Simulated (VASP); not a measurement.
Here is a VASP 6.6.1 calculation.

File INCAR:

```
ALGO     = Normal         # electronic algorithm
EDIFF    = 1E-6           # SCF threshold, eV
ENCUT    = 520            # plane-wave cutoff, eV
GGA      = PE             # functional
ISIF     = 2              # what is computed and relaxed
ISMEAR   = 0              # smearing method
ISPIN    = 2              # spin polarisation
LASPH    = True           # aspherical terms in the spheres
LCHARG   = True           # write CHGCAR
LELF     = True           # ELF
LMAXMIX  = 4              # l up to which the mixer works
LORBIT   = 11             # projections on sites
LREAL    = False          # projectors in reciprocal space
LVHAR    = True         
LWAVE    = False          # write WAVECAR
MAGMOM   = 1              # initial moments
NBANDS   = 14             # bands
NELM     = 150            # most SCF steps
PREC     = Accurate       # precision mode
SIGMA    = 0.1            # smearing width, eV
```

The input KPOINTS:

```
k-points
0
Gamma
  8 8 8
```

File POSCAR:

```
Re
1.0
    0.0000000000      1.9578049246      1.9578049246
    1.9578049246      0.0000000000      1.9578049246
    1.9578049246      1.9578049246      0.0000000000
Re
1
Direct
    0.5000000000      0.5000000000      0.5000000000
```

Potentials or basis: VASP PAW PBE potentials, release 64 (Re).

Launch:

```console
$ cat potpaw_PBE.64/Re/POTCAR > POTCAR
$ mpirun -np 1 vasp_std > vasp.out
```

Task: Predict the net moment.

Result: 0.00 μB per cell.

Task: What does it give for the pressure?

Result: -1.2 GPa.
